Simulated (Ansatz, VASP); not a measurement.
# TiC3: VASP beside Ansatz

Contents of INCAR:

```
PREC = Accurate ; ENCUT = 520
EDIFF = 1E-6 ; ISMEAR = 0
SIGMA = 0.1 ; LREAL = F
LASPH = T ; NELM = 60
ALGO = Normal ; ISIF = 2
LWAVE = F ; LCHARG = F
GGA = PE ; NBANDS = 34
```

The input KPOINTS:

```
Automatic mesh
0
Gamma
  10 10 10
```

The input POSCAR:

```
TiC3
1.0
    4.0592964113      0.0000000000      0.0000000000
    0.0000000000      4.0592964113      0.0000000000
    0.0000000000      0.0000000000      4.0592964113
Ti C
2 6
Direct
    0.0000000000      0.0000000000      0.0000000000
    0.5000000000      0.5000000000      0.5000000000
    0.2500000000      0.0000000000      0.5000000000
    0.7500000000      0.0000000000      0.5000000000
    0.0000000000      0.5000000000      0.2500000000
    0.0000000000      0.5000000000      0.7500000000
    0.5000000000      0.7500000000      0.0000000000
    0.5000000000      0.2500000000      0.0000000000
```

Input for Ansatz:

```yaml
crystal:
  lattice:
    - [4.0592964113, 0.0, 0.0]
    - [0.0, 4.0592964113, 0.0]
    - [0.0, 0.0, 4.0592964113]
  atoms:
    - { symbol: Ti, position: [0.0, 0.0, 0.0] }
    - { symbol: Ti, position: [0.5, 0.5, 0.5] }
    - { symbol: C, position: [0.25, 0.0, 0.5] }
    - { symbol: C, position: [0.75, 0.0, 0.5] }
    - { symbol: C, position: [0.0, 0.5, 0.25] }
    - { symbol: C, position: [0.0, 0.5, 0.75] }
    - { symbol: C, position: [0.5, 0.75, 0.0] }
    - { symbol: C, position: [0.5, 0.25, 0.0] }
basis:
  ecutwfc: 420
kpoints:
  mp_grid: { grid: [10, 10, 10] }
  band_path:
    path:
      - [[0.0, 0.0, 0.0], [0.0, 0.5, 0.0], [0.5, 0.5, 0.0], [0.0, 0.0, 0.0], [0.5, 0.5, 0.5], [0.0, 0.5, 0.0]]
      - [[0.5, 0.5, 0.5], [0.5, 0.5, 0.0]]
    npoints: 14
hamiltonian:
  xc: pbe
scf:
  occupations: { method: gaussian, width: 0.1 }
  n_extra_bands: 20
output:
  forces: true
  stress: true
  eigenvalues: true
  populations: true
  dos: { projected: true, de: 0.02, nscf_kmesh: { grid: [12, 12, 12] } }
  bader: true
  write_density: true
  write_potential: true
  elf: true
  volumetric_format: npy
```

Alike in both runs: task single point; functional PBE; k mesh 10 × 10 × 10; occupations gaussian, width 0.1 eV; no spin polarisation.

|  | VASP | Ansatz |
| --- | --- | --- |
| version | VASP 6.6.1 | Ansatz 0.2.0 |
| potentials or method | VASP PAW PBE potentials, release 64 (Ti_sv, C), cutoff 520 eV | scalar-relativistic, plane waves, PAW |
| valence electrons in the cell | 48 | 48 |

Ansatz gave:

| Property | Result |
| --- | --- |
| gap on the k mesh at the Fermi level (eV) | none |
| pressure (GPa) | 0.0 |

Question: Which values does VASP return?

Answer: gap on the k mesh at the Fermi level (eV): none; pressure (GPa): 0.3.

A gap of «none» marks a metal or a gap that the smearing closes. The functional is the same, so the differences come from potentials, cutoffs and numerics.
